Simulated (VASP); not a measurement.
## SnO2: single point with r2SCAN

SnO2:

```xyz
3
Lattice="1.6171 0.9336 4.8006 -1.6171 0.9336 4.8006 0.0000 -1.8673 4.8006" Properties=species:S:1:pos:R:3 pbc="T T T"
Sn    0.0000   -0.1977    7.3084
O     0.0000    0.0000    3.4157
O     0.0000    0.0000   10.9861
```

This cell differs from its parent crystal: all Sn atoms moved +0.225 Å, as atom 1 towards its neighbour atom 2 (O) at 2.125 Å.

```
Program             : VASP 6.6.1
Task                : single point
Functional          : r2SCAN
Potentials or basis : VASP PAW PBE potentials, release 64 (Sn_d, O)
Cutoff              : 520 eV
k mesh              : 12 × 12 × 12
Occupations         : gaussian, width 0.05 eV
Spin                : no spin polarisation
```

- Pressure: -1.3 GPa
- Largest force: 4.281 eV/Å
- Band gap on the k mesh: 2.31 eV (least direct gap 2.45 eV)

Forces in eV/Å, atoms in the order of the input:
```
Sn   0.000  3.420 -2.576
O    0.000 -2.854  1.274
O    0.000 -0.565  1.302
```

Stress tensor (GPa, compression positive):
```
-6.87  0.00  0.00
 0.00  6.09 -7.25
 0.00 -7.25 -3.11
```

Levels at points of the mesh, in eV from the valence-band top:
| k point | band 10 | band 11 | band 12 | band 13 | band 14 | band 15 | band 16 | band 17 |
| --- | --- | --- | --- | --- | --- | --- | --- | --- |
| (0.00, 0.00, 0.00) | -1.42 | -0.77 | -0.31 | -0.14 | 2.31 | 6.56 | 11.80 | 11.85 |
| (0.50, 0.00, 0.00) | -3.05 | -1.52 | -0.63 | -0.39 | 5.75 | 8.55 | 10.84 | 12.85 |
| (0.00, 0.00, 0.50) | -3.07 | -1.56 | -0.55 | -0.52 | 5.87 | 8.52 | 10.66 | 13.11 |
| (0.50, 0.50, 0.00) | -3.15 | -1.18 | -0.42 | -0.01 | 5.60 | 7.69 | 11.02 | 12.51 |
| (0.50, 0.00, 0.50) | -3.12 | -1.18 | -0.30 | -0.06 | 5.46 | 7.74 | 11.36 | 12.10 |
| (0.50, 0.50, 0.50) | -1.45 | -1.30 | -0.76 | -0.27 | 3.53 | 6.39 | 12.05 | 12.54 |

It took 21 min on 1 thread of Intel(R) Xeon(R) 6975P-C (Granite Rapids) (shared host), peak memory 0.54 GiB.

Caveat: the cell differs from its parent crystal (all Sn atoms moved +0.225 Å, as atom 1 towards its neighbour atom 2 (O) at 2.125 Å); the stress differs along the axes, from -7 to 6 GPa; the PAW data sets were made with another functional, which shifts forces and pressure a little; spin-orbit coupling is left out, which moves the levels of the heavy elements. A k mesh can miss the band edges.
